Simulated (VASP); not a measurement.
Input of a VASP 6.6.1 run:

INCAR

```
SYSTEM = Sr
  PREC = Accurate
  ENCUT = 520
  EDIFF = 1E-6
  ISMEAR = 0
  SIGMA = 0.1
  LREAL = .False.
  LASPH = .True.
  NELM = 100
  ALGO = Normal
  ISIF = 2
  LWAVE = .False.
  LCHARG = .False.
  LDIPOL = .True.
  IDIPOL = 3
  DIPOL = 0.5 0.5 0.500
  GGA = PE
  NBANDS = 22
```

KPOINTS

```
Automatic mesh
0
Gamma
  4 4 1
  0 0 0
```

The input POSCAR:

```
Sr
1.0
    4.3341130000      0.0000000000      0.0000000000
    0.0000000000      4.3341130000      0.0000000000
    0.0000000000      0.0000000000     18.0000000000
Sr
3
Direct
    0.0000000000      0.0000000000      0.5838461300
    0.0000000000      0.0000000000      0.4161538700
    0.5000000000      0.5000000000      0.5000000000
```

Potentials or basis: VASP PAW PBE potentials, release 64 (Sr_sv).

Launch:

```console
$ cat potpaw_PBE.64/Sr_sv/POTCAR > POTCAR
$ mpirun -np 1 vasp_std > vasp.out
```

Q: What does it give for the largest force?

A: 2.787 eV/Å.

Q: What does it give for the band gap on the k mesh?

A: Zero (band 15 reaches -0.35 eV, above the bottom of band 16 at -0.96 eV).

Forces in eV/Å, atoms in the order of the input:
```
Sr   0.000  0.000  2.787
Sr   0.000  0.000 -2.787
Sr   0.000  0.000  0.000
```

Caveat: the k points lie up to 0.36 Å⁻¹ apart.
